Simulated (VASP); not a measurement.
# Mn (Im-3m) in VASP: single point with PBE

Aim: the single point of Mn with PBE.

All numbers are computed with VASP 6.6.1; they aren't measurements. Logs are shortened: lines on timing, memory, paths and dates and some standing lists are left out, and cuts for length are marked.

## Step 1: The cell of the first run

It takes space group Im-3m (No. 229, cubic). The conventional cell has a = 2.784 Å, b = 2.784 Å, c = 2.784 Å, α = 90.00°, β = 90.00°, γ = 90.00°. Mn (site symmetry m-3m) has 14 Mn at 2.41 to 2.78 Å within 3.2 Å.

## Step 2: Single point, PBE

The input, INCAR:

```
SYSTEM = Mn
ALGO     = Normal         ! electronic algorithm
EDIFF    = 1E-6           ! SCF threshold, eV
ENCUT    = 500            ! plane-wave cutoff, eV
GGA      = PE             ! functional
GGA_COMPAT= .FALSE.      
ISIF     = 2              ! what is computed and relaxed
ISMEAR   = -1             ! smearing method
LASPH    = .TRUE.         ! aspherical terms in the spheres
LCHARG   = .FALSE.        ! write CHGCAR
LREAL    = .FALSE.        ! projectors in reciprocal space
LWAVE    = .FALSE.        ! write WAVECAR
NBANDS   = 12             ! bands
NELM     = 120            ! most SCF steps
PREC     = Accurate       ! precision mode
SIGMA    = 0.1            ! smearing width, eV
```

The input, KPOINTS:

```
k-points
0
G
  4 4 4
  0 0 0
```

The input, POSCAR:

```
Mn
1.0
    1.3919029982      1.3919029982      1.3919029982
   -1.3919029982      1.3919029982      1.3919029982
   -1.3919029982     -1.3919029982      1.3919029982
Mn
1
Direct
    0.0000000000      0.0000000000      0.0000000000
```

Potentials or basis: VASP PAW PBE potentials, release 64 (Mn_pv).

The run is started by

```bash
> cat potpaw_PBE.64/Mn_pv/POTCAR > POTCAR
> mpirun -np 1 vasp_std > vasp.out
```

OUTCAR:

```text
SYSTEM = Mn
   EDIFF = 1E-6
   ENCUT = 500
   GGA = PE
   ISIF = 2
   ISMEAR = -1
   LASPH = .TRUE.
   LREAL = .FALSE.
   NELM = 120
   PREC = Accurate

 ion  position               nearest neighbor table
   1  0.000  0.000  0.000-

  LATTYP: Found a body centered cubic cell.
 ALAT       =     2.7838059964

  Lattice vectors:

 A1 = (   1.3919029982,  -1.3919029982,  -1.3919029982)
 A2 = (   1.3919029982,   1.3919029982,   1.3919029982)
 A3 = (  -1.3919029982,  -1.3919029982,   1.3919029982)

Analysis of symmetry for initial positions (statically):
=====================================================================
 Subroutine PRICEL returns:
 Original cell was already a primitive cell.

 Routine SETGRP: Setting up the symmetry group for a
 body centered cubic supercell.

 Subroutine GETGRP returns: Found 48 space group operations
 (whereof 48 operations were pure point group operations)
 out of a pool of 48 trial point group operations.

The static configuration has the point symmetry O_h .

Analysis of symmetry for dynamics (positions and initial velocities):
=====================================================================
 Subroutine PRICEL returns:
 Original cell was already a primitive cell.

 Routine SETGRP: Setting up the symmetry group for a
 body centered cubic supercell.

 Subroutine GETGRP returns: Found 48 space group operations
 (whereof 48 operations were pure point group operations)
 out of a pool of 48 trial point group operations.

The dynamic configuration has the point symmetry O_h .

 Subroutine INISYM returns: Found 48 space group operations
 (whereof 48 operations are pure point group operations),
 and found     1 'primitive' translations

----------------------------------------------------------------------------------------

                                     Primitive cell

  volume of cell :      10.7867

  direct lattice vectors                    reciprocal lattice vectors
     1.391902998  1.391902998  1.391902998     0.359220435  0.000000000  0.359220435
    -1.391902998  1.391902998  1.391902998    -0.359220435  0.359220435  0.000000000
    -1.391902998 -1.391902998  1.391902998     0.000000000 -0.359220435  0.359220435

  length of vectors
     2.410846712  2.410846712  2.410846712     0.508014411  0.508014411  0.508014411

  position of ions in fractional coordinates (direct lattice)
     0.000000000  0.000000000  0.000000000

  ion indices of the primitive-cell ions
   primitive index   ion index
                 1           1

----------------------------------------------------------------------------------------

 KPOINTS: k-points

Automatic generation of k-mesh.
 Grid dimensions read from file:
 generate k-points for:    4    4    4

 Generating k-lattice:

  Cartesian coordinates                     Fractional coordinates (reciprocal lattice)
     0.089805109  0.000000000  0.089805109     0.250000000  0.000000000  0.000000000
    -0.089805109  0.089805109  0.000000000     0.000000000  0.250000000  0.000000000
     0.000000000 -0.089805109  0.089805109     0.000000000  0.000000000  0.250000000

  Length of vectors
     0.127003603  0.127003603  0.127003603

  Shift w.r.t. Gamma in fractional coordinates (k-lattice)
     0.000000000  0.000000000  0.000000000

 Subroutine IBZKPT returns following result:
 ===========================================

 Found      8 irreducible k-points:

 Following reciprocal coordinates:
            Coordinates               Weight
  0.000000  0.000000  0.000000      1.000000
  0.250000  0.000000  0.000000     12.000000
  0.500000  0.000000  0.000000      6.000000
  0.500000  0.250000  0.000000     24.000000
  0.250000  0.250000  0.250000      6.000000
  0.500000  0.250000  0.250000     12.000000
  0.250000 -0.250000  0.250000      2.000000
  0.500000  0.500000  0.500000      1.000000
   k-points           NKPTS =      8   k-points in BZ     NKDIM =      8   number of bands    NBANDS=     12
   number of dos      NEDOS =    301   number of ions     NIONS =      1
   total plane-waves  NPLWV =   5832
   dimension x,y,z NGX =    18 NGY =   18 NGZ =   18
   dimension x,y,z NGXF=    36 NGYF=   36 NGZF=   36
   ions per type =               1
   NGX,Y,Z   is equivalent  to a cutoff of  12.41, 12.41, 12.41 a.u.
   NGXF,Y,Z  is equivalent  to a cutoff of  24.82, 24.82, 24.82 a.u.
 SYSTEM =  Mn
   PREC   = accura    normal or accurate (medium, high low for compatibility)
   ISTART =      0    job   : 0-new  1-cont  2-samecut
   ICHARG =      2    charge: 1-file 2-atom 10-const
   ISPIN  =      1    spin polarized calculation?
   LNONCOLLINEAR =      F non collinear calculations
   LSORBIT =      F    spin-orbit coupling
   LASPH  =      T    aspherical Exc in radial PAW
   ENCUT  =  500.0 eV  36.75 Ry    6.06 a.u.   4.40  4.40  4.40*2*pi/ulx,y,z
   NELM   =    120;   NELMIN=  2; NELMDL= -5     # of ELM steps
   EDIFF  = 0.1E-05   stopping-criterion for ELM
   LREAL  =      F    real-space projection
   EDIFFG = 0.1E-04   stopping-criterion for IOM
   NSW    =      0    number of steps for IOM
   IBRION =     -1    ionic relax: 0-MD 1-quasi-New 2-CG
   NFREE  =      0    steps in history (QN), initial steepest desc. (CG)
   ISIF   =      2    stress and relaxation
   ISYM   =      2    0-nonsym 1-usesym 2-fastsym
   POTIM  = 0.5000    time-step for ionic-motion
   TEBEG  =    0.0;   TEEND  =   0.0 temperature during run
   PSTRESS=    0.0 pullay stress
   NELECT =      13.0000    total number of electrons
   NUPDOWN=      -1.0000    fix difference up-down
   EMIN   =  10.00;   EMAX   =-10.00  energy-range for DOS
   EFERMI =   0.00;   METHOD = LEGACY
   ISMEAR =    -1;   SIGMA  =   0.10  broadening in eV -4-tet -1-fermi 0-gaus
   EFERMI_NEDOS =   21; number of points for ismear=-14 and -15
   IALGO  =     38    algorithm
   IMIX   =      4    mixing-type and parameters
     AMIX     =   0.40;   BMIX     =  1.00
     AMIX_MAG =   1.60;   BMIX_MAG =  1.00
  volume/ion in A,a.u.               =      10.79        72.79
  Fermi-wavevector in a.u.,A,eV,Ry     =   1.742183  3.292248 41.296401  3.035200
  Thomas-Fermi vector in A             =   2.814497
   LORBIT       =      0    0 simple, 1 ext, 2 COOP (PROOUT), +10 PAW based schemes
   GGA     = PE    functional components
   LHFCALC =     F    Hartree Fock is set to
   AEXX    =    0.0000 exact exchange contribution
   IVDW    =     0    specifies the selected vdW correction
   LEPSILON=     F    determine dielectric tensor
   LRPA    =     F    only Hartree local field effects (RPA)
 non-spin polarized calculation
  energy-cutoff  :      500.00
  volume of cell :       10.79
 maximum number of plane-waves:       279
 NGX is ok and might be reduce to    18
   NGX =  9   NGY =  9   NGZ =  9

 number of electron      13.0000001 magnetization

 Free energy of the ion-electron system (eV)
  ---------------------------------------------------
  ext. energy  EPLUGINS =         0.00000000
  ---------------------------------------------------
  free energy    TOTEN  =        -8.76089330 eV

  energy without entropy =       -8.64938046  energy(sigma->0) =       -8.70513688

 E-fermi :  10.9720     XC(G=0): -13.9744

 val. band max:       10.9571960438   @ k =   0.2500   0.0000   0.0000
 cond. band min:      11.0090211699   @ k =   0.2500   0.0000   0.0000
 fundamental gap:      0.0518251261
 Fermi energy:        10.9720094549

 k-point     1 :       0.0000    0.0000    0.0000
  band No.  band energies     occupation
      1     -36.9850      2.00000
      2     -36.9850      2.00000
      3     -36.9850      2.00000
      4       2.1618      2.00000
      5       9.3761      2.00000
      6       9.3761      2.00000
      7       9.3761      2.00000
      8      11.3145      0.06304
      9      11.3145      0.06303
     10      34.4695      0.00000
     11      34.4695      0.00000
     12      34.4695      0.00000

 k-point     2 :       0.2500    0.0000    0.0000
  band No.  band energies     occupation
      1     -37.3735      2.00000
      2     -37.1083      2.00000
      3     -36.9872      2.00000
      4       4.5599      2.00000
      5       8.6013      2.00000
      6       9.0794      2.00000
      7      10.9572      1.07393
      8      11.0090      0.81703
      9      11.4173      0.02301
     10      27.7847      0.00000
     11      31.7392      0.00000
     12      35.3643      0.00000

 k-point     3 :       0.5000    0.0000    0.0000
  band No.  band energies     occupation
      1     -37.7473      2.00000
      2     -37.2296      2.00000
      3     -36.9891      2.00000
      4       5.9372      2.00000
      5       7.9055      2.00000
      6      11.3100      0.06589
      7      11.4454      0.01743
      8      11.6208      0.00304
      9      12.9201      0.00000
     10      20.1626      0.00000
     11      28.7116      0.00000
     12      32.4310      0.00000

 k-point     4 :       0.5000    0.2500    0.0000
  band No.  band energies     occupation
      1     -37.6064      2.00000
      2     -37.3012      2.00000
      3     -37.0638      2.00000
      4       6.9855      2.00000
      5       7.9510      2.00000
      6       8.6641      2.00000
      7      11.1198      0.37159
      8      11.7605      0.00075
      9      14.6527      0.00000
     10      23.2114      0.00000
     11      24.1618      0.00000
     12      31.6450      0.00000

 k-point     5 :       0.2500    0.2500    0.2500
  band No.  band energies     occupation
      1     -37.3874      2.00000
      2     -37.2419      2.00000
      3     -37.2419      2.00000
      4       6.2408      2.00000
      5       8.5572      2.00000
      6       9.8673      1.99997
      7       9.8673      1.99997
      8      10.8963      1.36128
      9      12.6726      0.00000
     10      29.1383      0.00000
     11      29.4407      0.00000
     12      29.4407      0.00000

 k-point     6 :       0.5000    0.2500    0.2500
  band No.  band energies     occupation
      1     -37.6320      2.00000
      2     -37.3735      2.00000
      3     -37.2562      2.00000
      4       6.8758      2.00000
      5       7.5492      2.00000
      6       9.7861      1.99999
      7      10.6247      1.93982
      8      12.7355      0.00000
      9      17.1079      0.00000
     10      20.3218      0.00000
     11      25.8573      0.00000
     12      28.9354      0.00000

 k-point     7 :       0.2500   -0.2500    0.2500
  band No.  band energies     occupation
      1     -37.3603      2.00000
      2     -37.3603      2.00000
      3     -37.3603      2.00000
      4       7.9869      2.00000
      5       7.9869      2.00000
      6       7.9869      2.00000
      7      11.6760      0.00175
      8      11.6761      0.00175
      9      20.7339      0.00000
     10      20.7339      0.00000
     11      20.7339      0.00000
     12      23.2513      0.00000

 k-point     8 :       0.5000    0.5000    0.5000
  band No.  band energies     occupation
      1     -37.5154      2.00000
      2     -37.5153      2.00000
      3     -37.5153      2.00000
      4       6.1150      2.00000
      5       6.1150      2.00000
      6      12.5546      0.00000
      7      12.5546      0.00000
      8      12.5546      0.00000
      9      21.3913      0.00000
     10      21.3913      0.00000
     11      21.3913      0.00000
     12      28.0851      0.00000

------------------------ aborting loop because EDIFF is reached ----------------------------------------

  FORCE on cell =-STRESS in cart. coord.  units (eV):
  Direction    XX          YY          ZZ          XY          YZ          ZX
  --------------------------------------------------------------------------------------
  -------------------------------------------------------------------------------------
  Total        0.1789473      0.1789473      0.1789473     -0.0000000      0.0000000      0.0000000
  in kB       26.5796297     26.5796297     26.5796297     -0.0000000      0.0000000      0.0000000
  external PRESSURE =      26.5796297 kB  Pullay stress =       0.0000000 kB

 VOLUME and BASIS-vectors are now :
 -----------------------------------------------------------------------------
  energy-cutoff  :      500.00
  volume of cell :       10.79
      direct lattice vectors                 reciprocal lattice vectors
     1.391902998  1.391902998  1.391902998     0.359220435  0.000000000  0.359220435
    -1.391902998  1.391902998  1.391902998    -0.359220435  0.359220435  0.000000000
    -1.391902998 -1.391902998  1.391902998     0.000000000 -0.359220435  0.359220435

 POSITION                                       TOTAL-FORCE (eV/Angst)
 -----------------------------------------------------------------------------------
      0.00000      0.00000      0.00000        -0.000000      0.000000      0.000000
 -----------------------------------------------------------------------------------
    total drift:                               -0.000000      0.000000      0.000000

  FREE ENERGIE OF THE ION-ELECTRON SYSTEM (eV)
  ---------------------------------------------------
  free  energy   TOTEN  =        -8.7608933027 eV

  energy  without entropy=       -8.6493804631  energy(sigma->0) =       -8.70513688
```

Run time: 4.5 s. Hardware: 1 thread of Intel Xeon 8259CL, shared host; peak memory 0.11 GiB.

What came out:

```
Free energy : -8.7609 eV
Pressure    : 2.7 GPa
```

Levels at points of the mesh, in eV from the Fermi level:
| k point | band 2 | band 3 | band 4 | band 5 | band 6 | band 7 | band 8 | band 9 | band 10 | band 11 |
| --- | --- | --- | --- | --- | --- | --- | --- | --- | --- | --- |
| (0.00, 0.00, 0.00) | -47.96 | -47.96 | -8.81 | -1.60 | -1.60 | -1.60 | 0.34 | 0.34 | 23.50 | 23.50 |
| (0.50, 0.00, 0.00) | -48.20 | -47.96 | -5.03 | -3.07 | 0.34 | 0.47 | 0.65 | 1.95 | 9.19 | 17.74 |
| (0.50, 0.50, 0.50) | -48.49 | -48.49 | -4.86 | -4.86 | 1.58 | 1.58 | 1.58 | 10.42 | 10.42 | 10.42 |

Caveat: the k points lie up to 0.80 Å⁻¹ apart; the run has no spin polarisation, though such a crystal can be magnetic.
